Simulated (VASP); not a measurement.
The system is CdS.

```
Cd S
1.0
     4.15000    0.00000    0.00000
    -2.07500    3.59401    0.00000
     0.00000    0.00000    6.93911
Cd S
2 2
Direct
  0.33333 0.66667 0.99897
  0.66667 0.33333 0.49897
  0.33333 0.66667 0.37603
  0.66667 0.33333 0.87603
```

This cell differs from its parent crystal: z stretched by +3 %.

* Program: VASP 6.6.1
* Task: relaxation of the atoms
* Functional: PBE
* Potentials or basis: VASP PAW PBE potentials, release 64 (Cd, S)
* Cutoff: 520 eV
* k mesh: 12 × 12 × 7
* Occupations: fermi-dirac, width 0.02 eV
* Spin: no spin polarisation

At the start: pressure 0.7 GPa; volume 25.87 Å³/atom.

Question: Where does the relaxation end?

Answer: Over 3 steps the energy falls by 2.0 meV/atom at a fixed cell; space group P6_3mc (No. 186, to 0.1 Å) before and after.

The path:
```
step  energy change (eV)  largest force (eV/Å)  pressure (GPa)
   1              0.0000                0.1744            0.72
   2             -0.0048                0.1124            0.67
   3             -0.0080                0.0000            0.61
```

Final structure:
```cif
data_structure
_symmetry_space_group_name_H-M 'P 1'
_symmetry_Int_Tables_number 1
_cell_length_a 4.1500
_cell_length_b 4.1500
_cell_length_c 6.9391
_cell_angle_alpha 90.000
_cell_angle_beta 90.000
_cell_angle_gamma 120.000
_cell_volume 103.50
loop_
_atom_site_label
_atom_site_type_symbol
_atom_site_fract_x
_atom_site_fract_y
_atom_site_fract_z
_atom_site_occupancy
Cd1 Cd 0.33333 0.66667 0.00216 1
Cd2 Cd 0.66667 0.33333 0.50216 1
S1 S 0.33333 0.66667 0.37284 1
S2 S 0.66667 0.33333 0.87284 1
```

Caveat: the cell differs from its parent crystal (z stretched by +3 %).
